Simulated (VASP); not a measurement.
# MnSb (P6_3/mmc) in VASP: single point with PBE

Aim: the single point of MnSb with PBE.

Everything below comes from runs of VASP 6.6.1. Logs are shortened: lines on timing, memory, paths and dates and some standing lists are left out, and cuts for length are marked.

**1. The cell of the first run**

It takes space group P6_3/mmc (No. 194, hexagonal). Conventional cell: a = 4.130 Å, b = 4.130 Å, c = 5.800 Å, α = 90.00°, β = 90.00°, γ = 120.00°. Within 3.7 Å of Mn (site symmetry -3m) lie 6 Sb at 2.79 Å and 2 Mn at 2.90 Å. Within 3.8 Å of Sb (site symmetry -6m2) lie 6 Mn at 2.79 Å and 6 Sb at 3.75 Å.

**2. Single point, PBE, collinear spin, ferromagnetic start**

INCAR

```
SYSTEM = MnSb
PREC     = Accurate       ! precision mode
ENCUT    = 520            ! plane-wave cutoff, eV
EDIFF    = 1E-6           ! SCF threshold, eV
ISMEAR   = -1             ! smearing method
SIGMA    = 0.05           ! smearing width, eV
LREAL    = .FALSE.        ! projectors in reciprocal space
LASPH    = .TRUE.         ! aspherical terms in the spheres
NELM     = 150            ! most SCF steps
ALGO     = Normal         ! electronic algorithm
ISIF     = 2              ! what is computed and relaxed
LWAVE    = .FALSE.        ! write WAVECAR
LCHARG   = .TRUE.         ! write CHGCAR
ISPIN    = 2              ! spin polarisation
MAGMOM   = 4 4 0 0        ! initial moments
LORBIT   = 11             ! projections on sites
LMAXMIX  = 4              ! l up to which the mixer works
GGA      = PE             ! functional
LELF     = .TRUE.         ! ELF
LVHAR    = .TRUE.       
NBANDS   = 30             ! bands
```

KPOINTS

```
regular mesh
0
G
  9 9 6
  0 0 0
```

POSCAR

```
MnSb
1.0
    4.1299978706      0.0000000000      0.0000000000
   -2.0649989353      3.5766830735      0.0000000000
    0.0000000000      0.0000000000      5.8000000000
Mn Sb
2 2
Direct
    0.0000000000      0.0000000000      0.0000000000
    0.0000000000      0.0000000000      0.5000000000
    0.3333333333      0.6666666667      0.2500000000
    0.6666666667      0.3333333333      0.7500000000
```

Potentials or basis: VASP PAW PBE potentials, release 64 (Mn_pv, Sb).

On the command line:

```console
$ cat potpaw_PBE.64/Mn_pv/POTCAR potpaw_PBE.64/Sb/POTCAR > POTCAR
$ mpirun -np 1 vasp_std > vasp.out
```

OUTCAR:

```text
SYSTEM = MnSb
   PREC = Accurate
   ENCUT = 520
   EDIFF = 1E-6
   ISMEAR = -1
   LREAL = .FALSE.
   LASPH = .TRUE.
   NELM = 150
   ISIF = 2
   ISPIN = 2
   LORBIT = 11
   GGA = PE

 ion  position               nearest neighbor table
   1  0.000  0.000  0.000-   3 2.79   4 2.79   3 2.79   4 2.79   4 2.79   3 2.79   2 2.90   2 2.90

   2  0.000  0.000  0.500-   3 2.79   4 2.79   3 2.79   4 2.79   4 2.79   3 2.79   1 2.90   1 2.90

   3  0.333  0.667  0.250-   1 2.79   2 2.79   1 2.79   2 2.79   1 2.79   2 2.79   4 3.75   4 3.75
                             4 3.75   4 3.75   4 3.75   4 3.75
   4  0.667  0.333  0.750-   1 2.79   2 2.79   1 2.79   2 2.79   1 2.79   2 2.79   3 3.75   3 3.75
                             3 3.75   3 3.75   3 3.75   3 3.75

  LATTYP: Found a hexagonal cell.
 ALAT       =     4.1299978706
 C/A-ratio  =     1.4043590776

  Lattice vectors:

 A1 = (   4.1299978706,   0.0000000000,   0.0000000000)
 A2 = (  -2.0649989353,   3.5766830735,   0.0000000000)
 A3 = (   0.0000000000,   0.0000000000,   5.8000000000)

Analysis of symmetry for initial positions (statically):
=====================================================================
 Subroutine PRICEL returns:
 Original cell was already a primitive cell.

 Routine SETGRP: Setting up the symmetry group for a
 hexagonal supercell.

 Subroutine GETGRP returns: Found 24 space group operations
 (whereof 12 operations were pure point group operations)
 out of a pool of 24 trial point group operations.

The static configuration has the point symmetry D_3d.
 The point group associated with its full space group is D_6h.

Analysis of symmetry for dynamics (positions and initial velocities):
=====================================================================
 Subroutine PRICEL returns:
 Original cell was already a primitive cell.

 Routine SETGRP: Setting up the symmetry group for a
 hexagonal supercell.

 Subroutine GETGRP returns: Found 24 space group operations
 (whereof 12 operations were pure point group operations)
 out of a pool of 24 trial point group operations.

The dynamic configuration has the point symmetry D_3d.
 The point group associated with its full space group is D_6h.

Analysis of structural, dynamic, and magnetic symmetry:
=====================================================================
 Subroutine PRICEL returns:
 Original cell was already a primitive cell.

 Routine SETGRP: Setting up the symmetry group for a
 hexagonal supercell.

 Subroutine GETGRP returns: Found 24 space group operations
 (whereof 12 operations were pure point group operations)
 out of a pool of 24 trial point group operations.

The overall configuration has the point symmetry D_3d.
 The point group associated with its full space group is D_6h.

 Subroutine INISYM returns: Found 24 space group operations
 (whereof 12 operations are pure point group operations),
 and found     1 'primitive' translations

----------------------------------------------------------------------------------------

                                     Primitive cell

  volume of cell :      85.6758

  direct lattice vectors                    reciprocal lattice vectors
     4.129997871  0.000000000  0.000000000     0.242130875  0.139794326  0.000000000
    -2.064998935  3.576683073  0.000000000     0.000000000  0.279588652  0.000000000
     0.000000000  0.000000000  5.800000000     0.000000000  0.000000000  0.172413793

  length of vectors
     4.129997871  4.129997871  5.800000000     0.279588652  0.279588652  0.172413793

  position of ions in fractional coordinates (direct lattice)
     0.000000000  0.000000000  0.000000000
     0.000000000  0.000000000  0.500000000
     0.333333333  0.666666667  0.250000000
     0.666666667  0.333333333  0.750000000

  ion indices of the primitive-cell ions
   primitive index   ion index
                 1           1
                 2           2
                 3           3
                 4           4

----------------------------------------------------------------------------------------

 KPOINTS: regular mesh

Automatic generation of k-mesh.
 Grid dimensions read from file:
 generate k-points for:    9    9    6

 Generating k-lattice:

  Cartesian coordinates                     Fractional coordinates (reciprocal lattice)
     0.026903431  0.015532703  0.000000000     0.111111111  0.000000000  0.000000000
     0.000000000  0.031065406  0.000000000     0.000000000  0.111111111  0.000000000
     0.000000000  0.000000000  0.028735632     0.000000000  0.000000000  0.166666667

  Length of vectors
     0.031065406  0.031065406  0.028735632

  Shift w.r.t. Gamma in fractional coordinates (k-lattice)
     0.000000000  0.000000000  0.000000000

 Subroutine IBZKPT returns following result:
 ===========================================

 Found     48 irreducible k-points:

 Following reciprocal coordinates:
            Coordinates               Weight
  0.000000  0.000000  0.000000      1.000000
  0.111111  0.000000  0.000000      6.000000
  0.222222  0.000000  0.000000      6.000000
  0.333333  0.000000  0.000000      6.000000
  0.444444  0.000000  0.000000      6.000000
  0.111111  0.111111  0.000000      6.000000
[... 16 lines left out ...]
  0.333333  0.222222  0.166667     24.000000
  0.333333  0.333333  0.166667      4.000000
 [... further k-points ...]
   k-points           NKPTS =     48   k-points in BZ     NKDIM =     48   number of bands    NBANDS=     30
   number of dos      NEDOS =    301   number of ions     NIONS =      4
   total plane-waves  NPLWV =  49152
   dimension x,y,z NGX =    32 NGY =   32 NGZ =   48
   dimension x,y,z NGXF=    64 NGYF=   64 NGZF=   96
   ions per type =               2   2
   NGX,Y,Z   is equivalent  to a cutoff of  12.88, 12.88, 13.76 a.u.
   NGXF,Y,Z  is equivalent  to a cutoff of  25.76, 25.76, 27.52 a.u.
 SYSTEM =  MnSb
   PREC   = accura    normal or accurate (medium, high low for compatibility)
   ISTART =      0    job   : 0-new  1-cont  2-samecut
   ICHARG =      2    charge: 1-file 2-atom 10-const
   ISPIN  =      2    spin polarized calculation?
   LNONCOLLINEAR =      F non collinear calculations
   LSORBIT =      F    spin-orbit coupling
   LASPH  =      T    aspherical Exc in radial PAW
   ENCUT  =  520.0 eV  38.22 Ry    6.18 a.u.   7.68  7.68 10.78*2*pi/ulx,y,z
   NELM   =    150;   NELMIN=  2; NELMDL= -5     # of ELM steps
   EDIFF  = 0.1E-05   stopping-criterion for ELM
   LREAL  =      F    real-space projection
   EDIFFG = 0.1E-04   stopping-criterion for IOM
   NSW    =      0    number of steps for IOM
   IBRION =     -1    ionic relax: 0-MD 1-quasi-New 2-CG
   NFREE  =      0    steps in history (QN), initial steepest desc. (CG)
   ISIF   =      2    stress and relaxation
   ISYM   =      2    0-nonsym 1-usesym 2-fastsym
   POTIM  = 0.5000    time-step for ionic-motion
   TEBEG  =    0.0;   TEEND  =   0.0 temperature during run
   PSTRESS=    0.0 pullay stress
   NELECT =      36.0000    total number of electrons
   NUPDOWN=      -1.0000    fix difference up-down
   EMIN   =  10.00;   EMAX   =-10.00  energy-range for DOS
   EFERMI =   0.00;   METHOD = LEGACY
   ISMEAR =    -1;   SIGMA  =   0.05  broadening in eV -4-tet -1-fermi 0-gaus
   EFERMI_NEDOS =   21; number of points for ismear=-14 and -15
   IALGO  =     38    algorithm
   IMIX   =      4    mixing-type and parameters
     AMIX     =   0.40;   BMIX     =  1.00
     AMIX_MAG =   1.60;   BMIX_MAG =  1.00
  volume/ion in A,a.u.               =      21.42       144.54
  Fermi-wavevector in a.u.,A,eV,Ry     =   1.226186  2.317155 20.456785  1.503531
  Thomas-Fermi vector in A             =   2.361196
   LORBIT       =     11    0 simple, 1 ext, 2 COOP (PROOUT), +10 PAW based schemes
   GGA     = PE    functional components
   LHFCALC =     F    Hartree Fock is set to
   AEXX    =    0.0000 exact exchange contribution
   IVDW    =     0    specifies the selected vdW correction
   LEPSILON=     F    determine dielectric tensor
   LRPA    =     F    only Hartree local field effects (RPA)
 spin polarized calculation
  energy-cutoff  :      520.00
  volume of cell :       85.68
 maximum number of plane-waves:      2350
 NGX is ok and might be reduce to    32
   NGX = 15   NGY = 15   NGZ = 21

 number of electron      36.0000014 magnetization       6.6253189

 Free energy of the ion-electron system (eV)
  ---------------------------------------------------
  ext. energy  EPLUGINS =         0.00000000
  ---------------------------------------------------
  free energy    TOTEN  =       -26.33360481 eV

  energy without entropy =      -26.31849185  energy(sigma->0) =      -26.32604833

 E-fermi :   7.7650     XC(G=0): -10.6390

 val. band max:        7.7453062513   @ k =   0.0000   0.0000   0.0000
 cond. band min:       7.8014904552   @ k =   0.2222   0.2222   0.3333
 fundamental gap:      0.0561842039
 Fermi energy:         7.7649735073

 spin component 1

 k-point     1 :       0.0000    0.0000    0.0000
  band No.  band energies     occupation
      1     -42.2012      1.00000
      2     -42.2012      1.00000
      3     -42.1941      1.00000
      4     -42.1941      1.00000
      5     -41.9605      1.00000
      6     -41.8839      1.00000
[... 22 lines left out ...]
     29      14.9745      0.00000
     30      14.9745      0.00000

 k-point     2 :       0.1111    0.0000    0.0000
  band No.  band energies     occupation
      1     -42.2015      1.00000
      2     -42.2013      1.00000
      3     -42.1942      1.00000
      4     -42.1941      1.00000
      5     -41.9604      1.00000
      6     -41.8838      1.00000
[... 718 lines left out ...]
 k-point    24 :       0.3333    0.3333    0.1667
  band No.  band energies     occupation
      1     -42.2021      1.00000
      2     -42.2021      1.00000
      3     -42.1955      1.00000
      4     -42.1955      1.00000
      5     -41.9549      1.00000
      6     -41.8888      1.00000
[... 22 lines left out ...]
     29      16.2443      0.00000
     30      16.2443      0.00000

 [... further k-points ...]

 spin component 2

 k-point     1 :       0.0000    0.0000    0.0000
  band No.  band energies     occupation
      1     -38.5926      1.00000
      2     -38.5926      1.00000
      3     -38.5839      1.00000
      4     -38.5839      1.00000
      5     -38.5273      1.00000
      6     -38.4362      1.00000
[... 22 lines left out ...]
     29      15.9048      0.00000
     30      15.9049      0.00000

 k-point     2 :       0.1111    0.0000    0.0000
  band No.  band energies     occupation
      1     -38.5929      1.00000
      2     -38.5927      1.00000
      3     -38.5841      1.00000
      4     -38.5839      1.00000
      5     -38.5272      1.00000
      6     -38.4361      1.00000
[... 718 lines left out ...]
 k-point    24 :       0.3333    0.3333    0.1667
  band No.  band energies     occupation
      1     -38.5938      1.00000
      2     -38.5938      1.00000
      3     -38.5857      1.00000
      4     -38.5857      1.00000
      5     -38.5205      1.00000
      6     -38.4420      1.00000
[... 22 lines left out ...]
     29      16.4432      0.00000
     30      16.7725      0.00000

 [... further k-points ...]

------------------------ aborting loop because EDIFF is reached ----------------------------------------

  FORCE on cell =-STRESS in cart. coord.  units (eV):
  Direction    XX          YY          ZZ          XY          YZ          ZX
  --------------------------------------------------------------------------------------
  -------------------------------------------------------------------------------------
  Total       -1.3101292     -1.3101292     -2.2116586      0.0000000      0.0000000      0.0000000
  in kB      -24.5000193    -24.5000193    -41.3590350      0.0000000      0.0000000      0.0000000
  external PRESSURE =     -30.1196912 kB  Pullay stress =       0.0000000 kB

 VOLUME and BASIS-vectors are now :
 -----------------------------------------------------------------------------
  energy-cutoff  :      520.00
  volume of cell :       85.68
      direct lattice vectors                 reciprocal lattice vectors
     4.129997871  0.000000000  0.000000000     0.242130875  0.139794326  0.000000000
    -2.064998935  3.576683073  0.000000000     0.000000000  0.279588652  0.000000000
     0.000000000  0.000000000  5.800000000     0.000000000  0.000000000  0.172413793

 POSITION                                       TOTAL-FORCE (eV/Angst)
 -----------------------------------------------------------------------------------
      0.00000      0.00000      0.00000        -0.000000      0.000000      0.000000
      0.00000      0.00000      2.90000        -0.000000      0.000000      0.000000
     -0.00000      2.38446      1.45000         0.000000     -0.000000      0.000000
      2.06500      1.19223      4.35000        -0.000000      0.000000      0.000000
 -----------------------------------------------------------------------------------
    total drift:                                0.000000     -0.000000      0.000000

  FREE ENERGIE OF THE ION-ELECTRON SYSTEM (eV)
  ---------------------------------------------------
  free  energy   TOTEN  =       -26.3336048075 eV

  energy  without entropy=      -26.3184918522  energy(sigma->0) =      -26.32604833

 total charge

# of ion       s       p       d       tot
------------------------------------------
    1        0.273   6.208   5.040  11.521
    2        0.273   6.208   5.040  11.521
    3        1.142   1.265   0.041   2.448
    4        1.142   1.265   0.041   2.448
--------------------------------------------------
tot          2.829  14.947  10.162  27.938

 magnetization (x)

# of ion       s       p       d       tot
------------------------------------------
    1        0.036   0.025   3.313   3.374
    2        0.036   0.025   3.313   3.374
    3        0.011  -0.149   0.005  -0.132
    4        0.011  -0.149   0.005  -0.132
--------------------------------------------------
tot          0.096  -0.248   6.637   6.484
```

Wall time 2.8 min (1 thread of Intel Xeon Platinum 8259CL at 2.50GHz (Skylake/Cascade Lake), shared host); peak memory 0.36 GiB.

What came out:

- Free energy: -26.3336 eV
- Pressure: -3.0 GPa
- Net moment: 6.63 μB per cell
- Site moments: Mn +3.37; Sb -0.13 μB
- Valence electrons inside the program's atomic spheres: Mn 11.52; Sb 2.45

Levels at points of the mesh, in eV from the Fermi level:
Spin up:
| k point | band 18 | band 19 | band 20 | band 21 | band 22 | band 23 | band 24 | band 25 |
| --- | --- | --- | --- | --- | --- | --- | --- | --- |
| (0.00, 0.00, 0.00) | -1.91 | -0.56 | 0.50 | 0.50 | 2.28 | 2.28 | 2.57 | 3.05 |
| (0.00, 0.00, 0.50) | -2.57 | -0.64 | -0.64 | 1.73 | 1.73 | 1.73 | 1.73 | 4.59 |
Spin down:
| k point | band 12 | band 13 | band 14 | band 15 | band 16 | band 17 | band 18 | band 19 |
| --- | --- | --- | --- | --- | --- | --- | --- | --- |
| (0.00, 0.00, 0.00) | -0.93 | -0.02 | -0.02 | 0.25 | 0.25 | 0.55 | 0.55 | 1.39 |
| (0.00, 0.00, 0.50) | -1.65 | -1.65 | -1.65 | 0.50 | 0.50 | 0.50 | 0.50 | 0.79 |

Caveat: the cell stands under tension; spin-orbit coupling is left out, which moves the levels of the heavy elements; the run started ferromagnetic, and an antiferromagnetic order may lie lower in energy.
